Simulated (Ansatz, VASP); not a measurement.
One calculation of Zn8S7, two programs

File INCAR:

```
SYSTEM = Zn8S7
PREC = Accurate ; ENCUT = 520
EDIFF = 1E-7 ; ISMEAR = 0
SIGMA = 0.01 ; LREAL = Auto
LASPH = .TRUE. ; NELM = 60
ALGO = Normal ; ISIF = 2
LWAVE = .FALSE. ; LCHARG = .FALSE.
GGA = PE ; IBRION = 2
NSW = 65 ; EDIFFG = -0.025
```

File KPOINTS:

```
Automatic mesh
0
G
  2 2 2
  0 0 0
```

Contents of POSCAR:

```
Zn8S7
1.0
    0.0000000000      0.0000000000      6.3046430491
   -3.8440669358     -6.6581192403      0.0000000000
    7.6881338714     -0.0000000001      0.0000000000
Zn S
8 7
Direct
    0.0002666737      0.1666666667      0.8333333333
    0.0002666737      0.1666666667      0.3333333333
    0.0002666737      0.6666666667      0.8333333333
    0.0002666737      0.6666666667      0.3333333333
    0.5002666737      0.3333333333      0.1666666667
    0.5002666737      0.3333333333      0.6666666667
    0.5002666737      0.8333333333      0.1666666667
    0.5002666737      0.8333333333      0.6666666667
    0.3747333263      0.1666666667      0.3333333333
    0.3747333263      0.6666666667      0.8333333333
    0.3747333263      0.6666666667      0.3333333333
    0.8747333263      0.3333333333      0.1666666667
    0.8747333263      0.3333333333      0.6666666667
    0.8747333263      0.8333333333      0.1666666667
    0.8747333263      0.8333333333      0.6666666667
```

Input for Ansatz:

```yaml
crystal:
  lattice:
    - [0.0, 0.0, 6.3046430491]
    - [-3.8440669358, -6.6581192403, 0.0]
    - [7.6881338714, -1.0e-10, 0.0]
  atoms:
    - { symbol: Zn, position: [0.0002666737, 0.1666666667, 0.8333333333] }
    - { symbol: Zn, position: [0.0002666737, 0.1666666667, 0.3333333333] }
    - { symbol: Zn, position: [0.0002666737, 0.6666666667, 0.8333333333] }
    - { symbol: Zn, position: [0.0002666737, 0.6666666667, 0.3333333333] }
    - { symbol: Zn, position: [0.5002666737, 0.3333333333, 0.1666666667] }
    - { symbol: Zn, position: [0.5002666737, 0.3333333333, 0.6666666667] }
    - { symbol: Zn, position: [0.5002666737, 0.8333333333, 0.1666666667] }
    - { symbol: Zn, position: [0.5002666737, 0.8333333333, 0.6666666667] }
    - { symbol: S, position: [0.3747333263, 0.1666666667, 0.3333333333] }
    - { symbol: S, position: [0.3747333263, 0.6666666667, 0.8333333333] }
    - { symbol: S, position: [0.3747333263, 0.6666666667, 0.3333333333] }
    - { symbol: S, position: [0.8747333263, 0.3333333333, 0.1666666667] }
    - { symbol: S, position: [0.8747333263, 0.3333333333, 0.6666666667] }
    - { symbol: S, position: [0.8747333263, 0.8333333333, 0.1666666667] }
    - { symbol: S, position: [0.8747333263, 0.8333333333, 0.6666666667] }
  host:
    lattice:
      - [3.8440669357, 0.0, 0.0]
      - [-1.9220334678, 3.3290596202, 0.0]
      - [0.0, 0.0, 6.3046430491]
    atoms:
      - { symbol: Zn, position: [0.3333333333, 0.6666666667, 0.0002666737] }
      - { symbol: Zn, position: [0.6666666667, 0.3333333333, 0.5002666737] }
      - { symbol: S, position: [0.3333333333, 0.6666666667, 0.3747333263] }
      - { symbol: S, position: [0.6666666667, 0.3333333333, 0.8747333263] }
basis:
  ecutwfc: 420
  xc_grid: 2
kpoints:
  mp_grid: { grid: [2, 2, 2], shift: [0.0, 0.0, 0.0] }
hamiltonian:
  xc: pbe
scf:
  occupations: { method: gaussian, width: 0.01 }
output:
  forces: true
  stress: false
  eigenvalues: true
  charged_corrections:
    defect_position: [0.37473333, 0.16666667, 0.83333333]
    epsilon: [[9.0008, 0.0, 0.0], [0.0, 9.0008, 0.0], [0.0, 0.0, 9.6061]]
  write_density: true
  write_potential: true
  elf: true
  volumetric_format: npy
relax:
  adjacent_minimum: "off"
  f_tol: 0.025
  max_steps: 45
```

Change from the starting cell: S vacancy (site b), charge +0, atoms relaxed at the host's cell.

Alike in both runs: task relaxation of the atoms; functional PBE; k mesh 2 × 2 × 2; occupations gaussian, width 0.01 eV; no spin polarisation.

|  | VASP | Ansatz |
| --- | --- | --- |
| version | VASP 6.6.1 | Ansatz 0.2.0 |
| potentials or method | VASP PAW PBE potentials, release 64 (Zn, S), cutoff 520 eV | scalar-relativistic, plane waves, PAW |
| valence electrons in the cell | 138 | 138 |

|  | VASP | Ansatz | Ansatz less VASP |
| --- | --- | --- | --- |
| gap on the k mesh at the Fermi level, each at its own relaxed structure (eV) | 1.29 | 1.27 | -0.021 |

The k mesh is coarse, so the values compare programs but aren't converged.
